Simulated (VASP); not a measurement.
# GaN (F-43m) in VASP: further runs

Runs on GaN. Level: PBE. Tasks: single point.

Program: VASP 6.6.1. These are calculated values, not measurements. Logs are shortened: lines on timing, memory, paths and dates and some standing lists are left out, and cuts for length are marked.

## 1. The cell of the first run

Symmetry: F-43m, No. 216, cubic system. The conventional cell has a = 4.540 Å, b = 4.540 Å, c = 4.540 Å, α = 90.00°, β = 90.00°, γ = 90.00°. Within 2.6 Å of Ga (site symmetry -43m) lie 4 N at 1.97 Å. Within 2.6 Å of N (site symmetry -43m) lie 4 Ga at 1.97 Å.

## 2. Single point, PBE

Contents of INCAR:

```
PREC = Accurate
ENCUT = 600
EDIFF = 1E-6
ISMEAR = 0
SIGMA = 0.01
LREAL = F
LASPH = T
NELM = 120
ALGO = Normal
ISIF = 2
LWAVE = F
LCHARG = F
GGA = PE
NBANDS = 16
GGA_COMPAT = F
```

Contents of KPOINTS:

```
Automatic mesh
0
Gamma
  15 15 15
```

Contents of POSCAR:

```
GaN
1.0
    0.0000000000      2.2699122504      2.2699122504
    2.2699122504      0.0000000000      2.2699122504
    2.2699122504      2.2699122504      0.0000000000
Ga N
1 1
Direct
    0.0000000000      0.0000000000      0.0000000000
    0.7500000000      0.7500000000      0.7500000000
```

Potentials or basis: VASP PAW PBE potentials, release 64 (Ga_d, N).

Launch:

```console
cat potpaw_PBE.64/Ga_d/POTCAR potpaw_PBE.64/N/POTCAR > POTCAR
mpirun -np 1 vasp_std > vasp.out
```

OUTCAR:

```text
PREC = Accurate
   ENCUT = 600
   EDIFF = 1E-6
   ISMEAR = 0
   LREAL = F
   LASPH = T
   NELM = 120
   ISIF = 2
   GGA = PE

 ion  position               nearest neighbor table
   1  0.000  0.000  0.000-   2 1.97   2 1.97   2 1.97   2 1.97
   2  0.750  0.750  0.750-   1 1.97   1 1.97   1 1.97   1 1.97

  LATTYP: Found a face centered cubic cell.
 ALAT       =     4.5398245008

  Lattice vectors:

 A1 = (   0.0000000000,   2.2699122504,   2.2699122504)
 A2 = (   2.2699122504,   0.0000000000,   2.2699122504)
 A3 = (   2.2699122504,   2.2699122504,   0.0000000000)

Analysis of symmetry for initial positions (statically):
=====================================================================
 Subroutine PRICEL returns:
 Original cell was already a primitive cell.

 Routine SETGRP: Setting up the symmetry group for a
 face centered cubic supercell.

 Subroutine GETGRP returns: Found 24 space group operations
 (whereof 24 operations were pure point group operations)
 out of a pool of 48 trial point group operations.

The static configuration has the point symmetry T_d .

Analysis of symmetry for dynamics (positions and initial velocities):
=====================================================================
 Subroutine PRICEL returns:
 Original cell was already a primitive cell.

 Routine SETGRP: Setting up the symmetry group for a
 face centered cubic supercell.

 Subroutine GETGRP returns: Found 24 space group operations
 (whereof 24 operations were pure point group operations)
 out of a pool of 48 trial point group operations.

The dynamic configuration has the point symmetry T_d .

 Subroutine INISYM returns: Found 24 space group operations
 (whereof 24 operations are pure point group operations),
 and found     1 'primitive' translations

----------------------------------------------------------------------------------------

                                     Primitive cell

  volume of cell :      23.3915

  direct lattice vectors                    reciprocal lattice vectors
     0.000000000  2.269912250  2.269912250    -0.220272832  0.220272832  0.220272832
     2.269912250  0.000000000  2.269912250     0.220272832 -0.220272832  0.220272832
     2.269912250  2.269912250  0.000000000     0.220272832  0.220272832 -0.220272832

  length of vectors
     3.210140690  3.210140690  3.210140690     0.381523737  0.381523737  0.381523737

  position of ions in fractional coordinates (direct lattice)
     0.000000000  0.000000000  0.000000000
     0.750000000  0.750000000  0.750000000

  ion indices of the primitive-cell ions
   primitive index   ion index
                 1           1
                 2           2

----------------------------------------------------------------------------------------

 KPOINTS: Automatic mesh

Automatic generation of k-mesh.
 Grid dimensions read from file:
 generate k-points for:   15   15   15

 Generating k-lattice:

  Cartesian coordinates                     Fractional coordinates (reciprocal lattice)
    -0.014684855  0.014684855  0.014684855     0.066666667  0.000000000  0.000000000
     0.014684855 -0.014684855  0.014684855     0.000000000  0.066666667  0.000000000
     0.014684855  0.014684855 -0.014684855     0.000000000  0.000000000  0.066666667

  Length of vectors
     0.025434916  0.025434916  0.025434916

  Shift w.r.t. Gamma in fractional coordinates (k-lattice)
     0.000000000  0.000000000  0.000000000

 Subroutine IBZKPT returns following result:
 ===========================================

 Found    120 irreducible k-points:

 Following reciprocal coordinates:
            Coordinates               Weight
  0.000000  0.000000  0.000000      1.000000
  0.066667  0.000000  0.000000      8.000000
  0.133333  0.000000  0.000000      8.000000
  0.200000  0.000000  0.000000      8.000000
  0.266667  0.000000  0.000000      8.000000
  0.333333  0.000000  0.000000      8.000000
[... 16 lines left out ...]
  0.133333  0.133333  0.000000      6.000000
  0.200000  0.133333  0.000000     24.000000
 [... further k-points ...]
   k-points           NKPTS =    120   k-points in BZ     NKDIM =    120   number of bands    NBANDS=     16
   number of dos      NEDOS =    301   number of ions     NIONS =      2
   total plane-waves  NPLWV =  21952
   dimension x,y,z NGX =    28 NGY =   28 NGZ =   28
   dimension x,y,z NGXF=    56 NGYF=   56 NGZF=   56
   ions per type =               1   1
   NGX,Y,Z   is equivalent  to a cutoff of  14.50, 14.50, 14.50 a.u.
   NGXF,Y,Z  is equivalent  to a cutoff of  29.00, 29.00, 29.00 a.u.
 SYSTEM =  unknown system
   PREC   = accura    normal or accurate (medium, high low for compatibility)
   ISTART =      0    job   : 0-new  1-cont  2-samecut
   ICHARG =      2    charge: 1-file 2-atom 10-const
   ISPIN  =      1    spin polarized calculation?
   LNONCOLLINEAR =      F non collinear calculations
   LSORBIT =      F    spin-orbit coupling
   LASPH  =      T    aspherical Exc in radial PAW
   ENCUT  =  600.0 eV  44.10 Ry    6.64 a.u.   6.41  6.41  6.41*2*pi/ulx,y,z
   NELM   =    120;   NELMIN=  2; NELMDL= -5     # of ELM steps
   EDIFF  = 0.1E-05   stopping-criterion for ELM
   LREAL  =      F    real-space projection
   EDIFFG = 0.1E-04   stopping-criterion for IOM
   NSW    =      0    number of steps for IOM
   IBRION =     -1    ionic relax: 0-MD 1-quasi-New 2-CG
   NFREE  =      0    steps in history (QN), initial steepest desc. (CG)
   ISIF   =      2    stress and relaxation
   ISYM   =      2    0-nonsym 1-usesym 2-fastsym
   POTIM  = 0.5000    time-step for ionic-motion
   TEBEG  =    0.0;   TEEND  =   0.0 temperature during run
   PSTRESS=    0.0 pullay stress
   NELECT =      18.0000    total number of electrons
   NUPDOWN=      -1.0000    fix difference up-down
   EMIN   =  10.00;   EMAX   =-10.00  energy-range for DOS
   EFERMI =   0.00;   METHOD = LEGACY
   ISMEAR =     0;   SIGMA  =   0.01  broadening in eV -4-tet -1-fermi 0-gaus
   EFERMI_NEDOS =   21; number of points for ismear=-14 and -15
   IALGO  =     38    algorithm
   IMIX   =      4    mixing-type and parameters
     AMIX     =   0.40;   BMIX     =  1.00
     AMIX_MAG =   1.60;   BMIX_MAG =  1.00
  volume/ion in A,a.u.               =      11.70        78.93
  Fermi-wavevector in a.u.,A,eV,Ry     =   1.500191  2.834950 30.620911  2.250573
  Thomas-Fermi vector in A             =   2.611723
   LORBIT       =      0    0 simple, 1 ext, 2 COOP (PROOUT), +10 PAW based schemes
   GGA     = PE    functional components
   LHFCALC =     F    Hartree Fock is set to
   AEXX    =    0.0000 exact exchange contribution
   IVDW    =     0    specifies the selected vdW correction
   LEPSILON=     F    determine dielectric tensor
   LRPA    =     F    only Hartree local field effects (RPA)
 non-spin polarized calculation
 Gauss-broadening in eV      SIGMA  =   0.01
  energy-cutoff  :      600.00
  volume of cell :       23.39
 maximum number of plane-waves:       797
 NGX is ok and might be reduce to    28
   NGX = 13   NGY = 13   NGZ = 13

 number of electron      18.0000004 magnetization

 Free energy of the ion-electron system (eV)
  ---------------------------------------------------
  ext. energy  EPLUGINS =         0.00000000
  ---------------------------------------------------
  free energy    TOTEN  =       -12.15456558 eV

  energy without entropy =      -12.15456558  energy(sigma->0) =      -12.15456558

 E-fermi :   5.2106     XC(G=0): -11.5511

 val. band max:        5.0471285868   @ k =   0.0000   0.0000   0.0000
 cond. band min:       6.6310851121   @ k =   0.0000   0.0000   0.0000
 fundamental gap:      1.5839565253
 Fermi energy:         5.2105582755

 k-point     1 :       0.0000    0.0000    0.0000
  band No.  band energies     occupation
      1     -10.7036      2.00000
      2      -8.3791      2.00000
      3      -8.3791      2.00000
      4      -8.3791      2.00000
      5      -8.0809      2.00000
      6      -8.0809      2.00000
[... 8 lines left out ...]
     15      23.7377      0.00000
     16      23.7377      0.00000

 k-point     2 :       0.0667    0.0000    0.0000
  band No.  band energies     occupation
      1     -10.6559      2.00000
      2      -8.3733      2.00000
      3      -8.3733      2.00000
      4      -8.3621      2.00000
      5      -8.0815      2.00000
      6      -8.0815      2.00000
[... 8 lines left out ...]
     15      22.9165      0.00000
     16      22.9165      0.00000

 k-point     3 :       0.1333    0.0000    0.0000
  band No.  band energies     occupation
      1     -10.5233      2.00000
      2      -8.3575      2.00000
      3      -8.3575      2.00000
      4      -8.3016      2.00000
      5      -8.0824      2.00000
      6      -8.0824      2.00000
[... 8 lines left out ...]
     15      22.0788      0.00000
     16      22.0788      0.00000

 k-point     4 :       0.2000    0.0000    0.0000
  band No.  band energies     occupation
      1     -10.3377      2.00000
      2      -8.3368      2.00000
      3      -8.3368      2.00000
      4      -8.1708      2.00000
      5      -8.0808      2.00000
      6      -8.0808      2.00000
[... 8 lines left out ...]
     15      21.6922      0.00000
     16      21.6922      0.00000
[... 324 lines left out ...]
 k-point    22 :      -0.0667    0.0667    0.0000
  band No.  band energies     occupation
      1     -10.5800      2.00000
      2      -8.3664      2.00000
      3      -8.3598      2.00000
      4      -8.3328      2.00000
      5      -8.0864      2.00000
      6      -8.0779      2.00000
[... 8 lines left out ...]
     15      22.0094      0.00000
     16      23.3583      0.00000

 k-point    23 :       0.1333    0.1333    0.0000
  band No.  band energies     occupation
      1     -10.4649      2.00000
      2      -8.3368      2.00000
      3      -8.3368      2.00000
      4      -8.3059      2.00000
      5      -8.0933      2.00000
      6      -8.0689      2.00000
[... 8 lines left out ...]
     15      24.5972      0.00000
     16      24.9492      0.00000

 k-point    24 :       0.2000    0.1333    0.0000
  band No.  band energies     occupation
      1     -10.3277      2.00000
      2      -8.3225      2.00000
      3      -8.3141      2.00000
      4      -8.2337      2.00000
      5      -8.0811      2.00000
      6      -8.0632      2.00000
[... 8 lines left out ...]
     15      24.3642      0.00000
     16      24.4253      0.00000

 [... further k-points ...]
[... 5 lines left out ...]
  --------------------------------------------------------------------------------------
  -------------------------------------------------------------------------------------
  Total        0.1385608      0.1385608      0.1385608      0.0000000      0.0000000     -0.0000000
  in kB        9.4905989      9.4905989      9.4905989      0.0000000      0.0000000     -0.0000000
  external PRESSURE =       9.4905989 kB  Pullay stress =       0.0000000 kB

 VOLUME and BASIS-vectors are now :
 -----------------------------------------------------------------------------
  energy-cutoff  :      600.00
  volume of cell :       23.39
      direct lattice vectors                 reciprocal lattice vectors
     0.000000000  2.269912250  2.269912250    -0.220272832  0.220272832  0.220272832
     2.269912250  0.000000000  2.269912250     0.220272832 -0.220272832  0.220272832
     2.269912250  2.269912250  0.000000000     0.220272832  0.220272832 -0.220272832

 POSITION                                       TOTAL-FORCE (eV/Angst)
 -----------------------------------------------------------------------------------
      0.00000      0.00000      0.00000        -0.000000      0.000000      0.000000
      3.40487      3.40487      3.40487         0.000000     -0.000000     -0.000000
 -----------------------------------------------------------------------------------
    total drift:                               -0.000000     -0.000000     -0.000000

  FREE ENERGIE OF THE ION-ELECTRON SYSTEM (eV)
  ---------------------------------------------------
  free  energy   TOTEN  =       -12.1545655841 eV

  energy  without entropy=      -12.1545655841  energy(sigma->0) =      -12.15456558
```

It took 56 s on 1 thread of Intel Xeon Platinum 8375C at 2.90GHz (Ice Lake), shared host; peak memory 0.19 GiB.

Results:

```
Free energy            : -12.1546 eV
Pressure               : 0.9 GPa
Band gap on the k mesh : 1.58 eV
```

Caveat: an odd mesh through Γ misses points on the zone boundary, where band edges can lie.

## 3. Single point, PBE, non-collinear spin, zero start, spin-orbit coupling

This run uses another cell than the first one, of 11.76 Å³/atom.

Contents of INCAR:

```
SYSTEM = GaN
PREC = Accurate
ENCUT = 600
EDIFF = 1E-6
ISMEAR = 0
SIGMA = 0.02
LREAL = .FALSE.
LASPH = .TRUE.
NELM = 200
ALGO = Normal
ISIF = 2
LWAVE = .FALSE.
LCHARG = .FALSE.
LNONCOLLINEAR = .TRUE.
MAGMOM = 0 0 0 0 0 0
LORBIT = 11
LSORBIT = .TRUE.
GGA_COMPAT = .FALSE.
LORBMOM = .TRUE.
GGA = PE
NBANDS = 30
```

Contents of KPOINTS:

```
Automatic mesh
0
G
  15 15 15
  0 0 0
```

Contents of POSCAR:

```
GaN
1.0
    0.0000000000      2.2742384991      2.2742384991
    2.2742384991      0.0000000000      2.2742384991
    2.2742384991      2.2742384991      0.0000000000
Ga N
1 1
Direct
    0.0000000000      0.0000000000      0.0000000000
    0.7500000000      0.7500000000      0.7500000000
```

Potentials or basis: VASP PAW PBE potentials, release 64 (Ga_d, N).

Launch:

```console
cat potpaw_PBE.64/Ga_d/POTCAR potpaw_PBE.64/N/POTCAR > POTCAR
mpirun -np 1 vasp_ncl > vasp.out
```

Run time: 3.7 min. Hardware: 1 thread of Intel Xeon 6975P-C (Granite Rapids), shared host; peak memory 0.42 GiB.

It converged, with:

```
Free energy                                           : -12.1605 eV
Pressure                                              : 0.0 GPa
Net moment                                            : 0.00 μB per cell
Valence electrons inside the program's atomic spheres : Ga 11.81; N 3.71
```

Moments on the atoms (μB; x, y, z):
```
Ga  0.00 0.00 0.00
N   0.00 0.00 0.00
```
